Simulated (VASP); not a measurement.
The system is Si2P3.

```
Si P
1.0
     4.21380    0.00000    0.00000
    -2.10690    3.64926    0.00000
     0.00000    0.00000    5.08777
Si P
2 3
Direct
  0.33333 0.66667 0.13800
  0.66667 0.33333 0.86200
  0.00000 0.00000 0.00000
  0.33333 0.66667 0.62500
  0.66667 0.33333 0.37500
```

| Quantity | Value |
| --- | --- |
| Program | VASP 6.6.1 |
| Task | relaxation of cell and atoms |
| Functional | PBE |
| Potentials or basis | VASP PAW PBE potentials, release 64 (Si, P) |
| Cutoff | 600 eV |
| k mesh | 6 × 6 × 4 |
| Occupations | gaussian, width 0.1 eV |
| Spin | no spin polarisation |

At the start: pressure 0.8 GPa; volume 15.65 Å³/atom.

Question: Where does the relaxation end?

Answer: Over 45 steps the energy falls by 477.9 meV/atom and the volume is 16.28 Å³/atom (+4.0 %); space group P-3m1 (No. 164, to 0.05 Å).

The path:
| step | energy change (eV) | largest force (eV/Å) | pressure (GPa) | volume (Å³) |
| --- | --- | --- | --- | --- |
| 1 | 0.0000 | 0.9500 | 0.82 | 78.24 |
| 3 | -0.3268 | 0.4396 | 0.18 | 81.92 |
| 5 | -0.4148 | 0.1116 | -0.33 | 81.72 |
| 7 | -0.5166 | 0.3246 | -0.57 | 82.86 |
| 9 | -0.5376 | 0.0643 | -0.62 | 82.18 |
| 11 | -0.5426 | 0.1294 | -0.03 | 81.23 |
| 13 | -0.5470 | 0.2490 | 0.92 | 79.93 |
| 15 | -0.5658 | 0.3624 | 1.73 | 78.70 |
| 17 | -0.5748 | 0.7805 | 8.54 | 73.77 |
| 19 | -0.5926 | 0.7302 | 5.61 | 75.50 |
| 21 | -0.6036 | 0.7503 | 6.43 | 75.02 |
| 23 | -0.6547 | 0.7112 | 9.53 | 73.08 |
| 25 | -0.6619 | 0.6256 | 11.00 | 72.36 |
| 27 | -0.7271 | 0.8118 | 12.76 | 71.77 |
| 29 | -0.7246 | 0.9987 | 13.50 | 71.58 |
| 31 | -0.9207 | 1.1901 | 10.74 | 73.39 |
| 33 | -1.4278 | 2.0337 | 2.37 | 81.53 |
| 35 | -1.6063 | 2.0279 | -0.18 | 84.02 |
| 37 | -1.9588 | 1.0564 | -9.20 | 92.26 |
| 39 | -2.2890 | 0.3715 | -3.52 | 85.57 |
| 41 | -2.3505 | 0.3896 | -0.46 | 82.61 |
| 43 | -2.3841 | 0.2392 | -0.01 | 81.68 |
| 45 | -2.3893 | 0.0363 | -0.18 | 81.38 |

Final structure:
```
Si P
1.0
     3.46933    0.00000    0.00000
    -1.73467    3.00453    0.00000
     0.00000    0.00000    7.80739
Si P
2 3
Direct
  0.33333 0.66667 0.19884
  0.66667 0.33333 0.80116
  0.00000 0.00000 0.00000
  0.33333 0.66667 0.64925
  0.66667 0.33333 0.35075
```
